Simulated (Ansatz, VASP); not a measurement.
Mo in VASP and in Ansatz

```xyz
2
Lattice="2.2348 1.2903 1.8244 -2.2348 1.2903 1.8244 0.0000 -2.5806 1.8244" Properties=species:S:1:pos:R:3 pbc="T T T"
Mo    0.0000    0.0000    1.3685
Mo    0.0000    0.0000    4.1048
```

Alike in both runs: functional PBE; k mesh 6 × 6 × 6; occupations gaussian, width 0.1 eV; no spin polarisation.

Ansatz relaxed the structure, and its values are those at the end. VASP's run is a single point on that final structure, the one shown.

|  | VASP | Ansatz |
| --- | --- | --- |
| version | VASP 6.6.1 | Ansatz 0.2.0 |
| potentials or method | VASP PAW PBE potentials, release 64 (Mo_sv), cutoff 520 eV | scalar-relativistic, plane waves, PAW |
| valence electrons in the cell | 28 | 28 |

Ansatz gave:

| Item | Value |
| --- | --- |
| gap on the k mesh at the Fermi level (eV) | none |
| pressure (GPa) | 0.0 |

Q: Which values does VASP return?

A: gap on the k mesh at the Fermi level (eV): none; pressure (GPa): 0.5.

A gap of «none» marks a metal or a gap that the smearing closes. With one functional, cell and mesh, what is left measures potentials, basis and numerics.
